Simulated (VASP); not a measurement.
## Sr2CuSi3: single point with PBE

The system is Sr2CuSi3.

```xyz
6
Lattice="0.0000 0.0000 3.7870 0.0000 -4.2331 0.0000 6.8732 2.1166 -1.8935" Properties=species:S:1:pos:R:3 pbc="T T T"
Si    0.0000    0.0000    0.0000
Si    2.1266   -2.1166    0.0000
Si    4.7467    0.0000    1.8935
Sr    4.8401   -2.1166    0.0000
Sr    2.0331    0.0000    1.8935
Cu    0.0000   -2.1166    0.0000
```

| Property | Result |
| --- | --- |
| Program | VASP 6.6.1 |
| Task | single point |
| Functional | PBE |
| Potentials or basis | VASP PAW PBE potentials, release 64 (Si, Sr_sv, Cu) |
| Cutoff | 520 eV |
| k mesh | 5 × 5 × 5 |
| Occupations | gaussian, width 0.0182 eV |
| Spin | no spin polarisation |
| Dipole correction | no |
| Further INCAR settings | ALGO = Normal; EDIFF = 1e-06; NBANDS = 30 |

| Item | Value |
| --- | --- |
| Pressure | 29.6 GPa |
| Largest force | 0.534 eV/Å |
| Band gap on the k mesh | zero (an odd number of electrons rules out a gap without spin polarisation) |

Forces in eV/Å, atoms in the order of the input:
```
Si   0.000  0.000  0.000
Si   0.534  0.000  0.000
Si  -0.534  0.000  0.000
Sr  -0.016  0.000  0.000
Sr   0.016  0.000  0.000
Cu   0.000  0.000  0.000
```

Stress tensor (GPa, compression positive):
```
36.34  0.00  0.00
 0.00 23.77  0.00
 0.00  0.00 28.74
```

Levels at points of the mesh, in eV from the Fermi level:
| k point | band 19 | band 20 | band 21 | band 22 | band 23 | band 24 |
| --- | --- | --- | --- | --- | --- | --- |
| (0.00, 0.00, 0.00) | -0.95 | -0.40 | 0.42 | 0.64 | 0.98 | 1.70 |

Run time: 2.4 min on 1 thread of Intel(R) Xeon(R) Platinum 8259CL CPU @ 2.50GHz (Skylake/Cascade Lake), with other jobs on the host, peak memory 0.27 GiB.

Caveat: the stress differs along the axes, from 24 to 36 GPa; an odd number of electrons without spin polarisation forces a metal; a magnetic or distorted state may lie lower.
